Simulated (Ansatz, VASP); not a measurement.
# One calculation of HfO2, two programs

Contents of INCAR:

```
SYSTEM = HfO2
  PREC = Accurate
  ENCUT = 520
  EDIFF = 1E-6
  ISMEAR = 0
  SIGMA = 0.05
  LREAL = .FALSE.
  LASPH = .TRUE.
  NELM = 100
  ALGO = Normal
  ISIF = 2
  LWAVE = .FALSE.
  LCHARG = .TRUE.
  GGA = PE
  LELF = .TRUE.
  LVHAR = .TRUE.
  NBANDS = 56
```

Contents of KPOINTS:

```
regular mesh
0
G
  6 6 6
  0 0 0
```

Contents of POSCAR:

```
HfO2
1.0
    5.1150000000      0.0000000000      0.0000000000
    0.0000000000     -5.1150000000      0.0000000000
    0.0000000000      0.0000000000     -5.1150000000
Hf O
4 8
Direct
   -0.0138241795      0.4861758205      0.5000000000
    0.5000000000      0.0000000000      0.5000000000
    0.5000000000      0.5000000000      0.0000000000
    0.0000000000      0.0000000000      0.0000000000
    0.2500000000      0.2500000000      0.2500000000
    0.7500000000      0.7500000000      0.2500000000
    0.7500000000      0.2500000000      0.7500000000
    0.2500000000      0.7500000000      0.7500000000
    0.7500000000      0.7500000000      0.7500000000
    0.2500000000      0.2500000000      0.7500000000
    0.2500000000      0.7500000000      0.2500000000
    0.7500000000      0.2500000000      0.2500000000
```

Input for Ansatz:

```yaml
crystal:
  lattice:
    - [5.115, 0.0, 0.0]
    - [0.0, -5.115, 0.0]
    - [0.0, 0.0, -5.115]
  atoms:
    - { symbol: Hf, position: [-0.0138241795, 0.4861758205, 0.5] }
    - { symbol: Hf, position: [0.5, 0.0, 0.5] }
    - { symbol: Hf, position: [0.5, 0.5, 0.0] }
    - { symbol: Hf, position: [0.0, 0.0, 0.0] }
    - { symbol: O, position: [0.25, 0.25, 0.25] }
    - { symbol: O, position: [0.75, 0.75, 0.25] }
    - { symbol: O, position: [0.75, 0.25, 0.75] }
    - { symbol: O, position: [0.25, 0.75, 0.75] }
    - { symbol: O, position: [0.75, 0.75, 0.75] }
    - { symbol: O, position: [0.25, 0.25, 0.75] }
    - { symbol: O, position: [0.25, 0.75, 0.25] }
    - { symbol: O, position: [0.75, 0.25, 0.25] }
basis:
  ecutwfc: 420
kpoints:
  mp_grid: { grid: [6, 6, 6] }
hamiltonian:
  xc: pbe
scf:
  occupations: { method: gaussian, width: 0.05 }
output:
  forces: true
  stress: true
  eigenvalues: true
```

Alike in both runs: task single point; functional PBE; k mesh 6 × 6 × 6; occupations gaussian, width 0.05 eV; no spin polarisation.

|  | VASP | Ansatz |
| --- | --- | --- |
| version | VASP 6.6.1 | Ansatz 0.2.0 |
| potentials or method | VASP PAW PBE potentials, release 64 (Hf_pv, O), cutoff 520 eV | scalar-relativistic, plane waves, PAW |
| valence electrons in the cell | 88 | 152 |

VASP gave:

| Quantity | Value |
| --- | --- |
| gap on the k mesh at the Fermi level (eV) | 3.65 |
| least direct gap on the mesh (eV) | 3.65 |
| pressure (GPa) | -5.7 |
| traceless stress, the component that is largest in VASP (GPa) | -0.31 |
| rms of the force components (eV/Å) | 0.341 |

Estimate Ansatz's values.

gap on the k mesh at the Fermi level (eV): 3.65; least direct gap on the mesh (eV): 3.65; pressure (GPa): -2.2; traceless stress, the component that is largest in VASP (GPa): -0.31; rms of the force components (eV/Å): 0.345.

Atom by atom the forces differ by 0.010 eV/Å (rms over components). VASP's potentials hold 88 valence electrons a cell and Ansatz's 152, so a difference there can come from the potentials and not from the codes.

Neither program's run includes spin-orbit coupling.
